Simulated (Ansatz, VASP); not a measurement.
# One calculation of NaH, two programs

The input INCAR:

```
ALGO     = Normal         # electronic algorithm
EDIFF    = 1E-6           # SCF threshold, eV
ENCUT    = 500            # plane-wave cutoff, eV
GGA      = PE             # functional
GGA_COMPAT= F            
ISIF     = 2              # what is computed and relaxed
ISMEAR   = 1              # smearing method
LASPH    = T              # aspherical terms in the spheres
LCHARG   = T              # write CHGCAR
LELF     = T              # ELF
LREAL    = F              # projectors in reciprocal space
LVHAR    = T            
LWAVE    = F              # write WAVECAR
NBANDS   = 11             # bands
NELM     = 120            # most SCF steps
PREC     = Accurate       # precision mode
SIGMA    = 0.1703         # smearing width, eV
```

KPOINTS

```
k-points
0
Gamma
  9 9 9
```

File POSCAR:

```
NaH
1.0
    0.0000000000      2.4446150000      2.4446150000
    2.4446150000      0.0000000000      2.4446150000
    2.4446150000      2.4446150000      0.0000000000
Na H
1 1
Direct
    0.0000000000      0.0000000000      0.0000000000
    0.5000000000      0.5000000000      0.5000000000
```

Input for Ansatz:

```yaml
crystal:
  lattice:
    - [0.0, 2.444615, 2.444615]
    - [2.444615, 0.0, 2.444615]
    - [2.444615, 2.444615, 0.0]
  atoms:
    - { symbol: Na, position: [0.0, 0.0, 0.0] }
    - { symbol: H, position: [0.5, 0.5, 0.5] }
  symmetry: { tolerance: 0.0003 }
kpoints:
  mp_grid: { grid: [9, 9, 9], shift: [0, 0, 0] }
  band_path:
    path:
      - [0.0, 0.0, 0.0]
      - [0.5, 0.0, 0.5]
      - [0.625, 0.25, 0.625]
      - [0.375, 0.375, 0.75]
      - [0.0, 0.0, 0.0]
      - [0.5, 0.5, 0.5]
      - [0.5, 0.25, 0.75]
      - [0.5, 0.0, 0.5]
    npoints: 8
magnetization:
  spin_polarized: false
scf:
  occupations: { method: methfessel_paxton, width: 0.1703 }
  lower_state_search: "off"
  max_iter: 200
hamiltonian:
  pseudopotentials: { kind: paw }
  xc: pbe
basis:
  ecutwfc: 420
  fft_grid_basis: typed
output:
  forces: true
  stress: true
  eigenvalues: true
  bader: true
  populations: true
  elf: true
  write_potential: true
  volumetric_format: npy
  dos:
    e_range: [-12, 8]
    de: 0.05
    projected: { site_lists: { H: [H], Na: [Na] } }
checkpoint:
  read: saved_state
```

Alike in both runs: task single point; functional PBE; k mesh 9 × 9 × 9; occupations methfessel-paxton of order 1, width 0.1703 eV; no spin polarisation.

```csv
,VASP,Ansatz
version,VASP 6.6.1,Ansatz 0.2.0
potentials or method,"VASP PAW PBE potentials, release 64 (Na_pv, H), cutoff 500 eV",PAW plane waves
valence electrons in the cell,8,10
```

|  | VASP | Ansatz | Ansatz less VASP |
| --- | --- | --- | --- |
| gap on the k mesh at the Fermi level (eV) | 4.00 | 4.00 | +0.002 |
| pressure (GPa) | -0.8 | -0.8 | +0.08 |

VASP's potentials hold 8 valence electrons a cell and Ansatz's 10, so a difference there can come from the potentials and not from the codes.
